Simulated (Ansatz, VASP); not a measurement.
# CaO: VASP beside Ansatz

File POSCAR:

```
CaO
1.0
    0.0000000000      2.4065000000      2.4065000000
    2.4065000000      0.0000000000      2.4065000000
    2.4065000000      2.4065000000      0.0000000000
Ca O
1 1
Direct
    0.0000000000      0.0000000000      0.0000000000
    0.5000000000      0.5000000000      0.5000000000
```

INCAR.step1

```
SYSTEM = CaO
PREC = Accurate
ENCUT = 520
ISMEAR = 0
SIGMA = 0.05
LREAL = .False.
LASPH = .True.
NELM = 100
NBANDS = 15
GGA = PE
ALGO = Normal
EDIFF = 1E-4
LWAVE = .True.
LCHARG = .False.
```

INCAR.step2

```
SYSTEM = CaO
PREC = Accurate
ENCUT = 520
EDIFF = 1E-6
ISMEAR = 0
SIGMA = 0.05
LREAL = .False.
LASPH = .True.
NELM = 100
ALGO = Normal
ISIF = 2
LWAVE = .False.
LCHARG = .True.
METAGGA = R2SCAN
LMIXTAU = .True.
LELF = .True.
LVHAR = .True.
NBANDS = 15
ISTART = 1
```

KPOINTS

```
Automatic mesh
0
Gamma
  10 10 10
  0 0 0
```

Input for Ansatz:

```yaml
crystal:
  lattice:
    - [0.0, 2.4065, 2.4065]
    - [2.4065, 0.0, 2.4065]
    - [2.4065, 2.4065, 0.0]
  atoms:
    - { symbol: Ca, position: [0.0, 0.0, 0.0] }
    - { symbol: O, position: [0.5, 0.5, 0.5] }
basis:
  ecutwfc: 500
  fft_grid_basis: typed
kpoints:
  mp_grid: { grid: [10, 10, 10] }
hamiltonian:
  xc: r2scan
scf:
  occupations: { method: gaussian, width: 0.05 }
output:
  forces: true
  stress: true
  eigenvalues: true
  bader: true
  write_density: true
  volumetric_format: npy
  elf: true
```

Alike in both runs: task single point; functional r2SCAN; k mesh 10 × 10 × 10; occupations gaussian, width 0.05 eV; no spin polarisation.

```csv
,VASP,Ansatz
version,VASP 6.6.1,Ansatz 0.2.0
potentials or method,"VASP PAW PBE potentials, release 64 (Ca_sv, O), cutoff 520 eV","scalar-relativistic, plane waves, PAW"
valence electrons in the cell,16,16
```

Ansatz gave:

| Quantity | Value |
| --- | --- |
| gap on the k mesh at the Fermi level (eV) | 4.20 |
| pressure (GPa) | -1.3 |

Problem. Estimate VASP's values.

Solution. gap on the k mesh at the Fermi level (eV): 4.19; pressure (GPa): -0.3.

VASP's potentials were made for PBE, not for r2SCAN. With one functional, cell and mesh, what is left measures potentials, basis and numerics.
